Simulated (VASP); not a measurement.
Input of a VASP 6.6.1 run:

INCAR

```
PREC = Accurate
ENCUT = 500
EDIFF = 1E-8
ISMEAR = -1
SIGMA = 0.15
LREAL = F
LASPH = T
NELM = 120
ALGO = Normal
ISIF = 2
LWAVE = F
LCHARG = T
NBANDS = 19
IBRION = 8
NSW = 1
GGA_COMPAT = F
```

Contents of KPOINTS:

```
regular mesh
0
Gamma
  12 12 8
```

The input POSCAR:

```
ZrS2
1.0
    3.4892375343      0.0000000000      0.0000000000
   -1.7446187671      3.0217683445      0.0000000000
    0.0000000000      0.0000000000      5.3123280026
Zr S
1 2
Direct
    0.0000000000      0.0000000000      0.0000000000
    0.3333333333      0.6666666667      0.2787806830
    0.6666666667      0.3333333333      0.7212193170
```

Potentials or basis: VASP PAW LDA potentials, release 64 (Zr_sv, S).

The run is started by

```sh
$ cat potpaw_LDA.64/Zr_sv/POTCAR potpaw_LDA.64/S/POTCAR > POTCAR
$ mpirun -np 1 vasp_std > vasp.out
```

Task: What does it give for the highest phonon frequency at Γ, LO-TO splitting left out?

Result: 357 cm⁻¹.

Phonon frequencies in cm⁻¹ (negative: imaginary):
| q point | frequencies |
| --- | --- |
| (0.000, 0.000, 0.000) | 0 0 0 194 194 264 264 357 357 |

Caveat: the cell stands under pressure or tension, which shifts response properties.
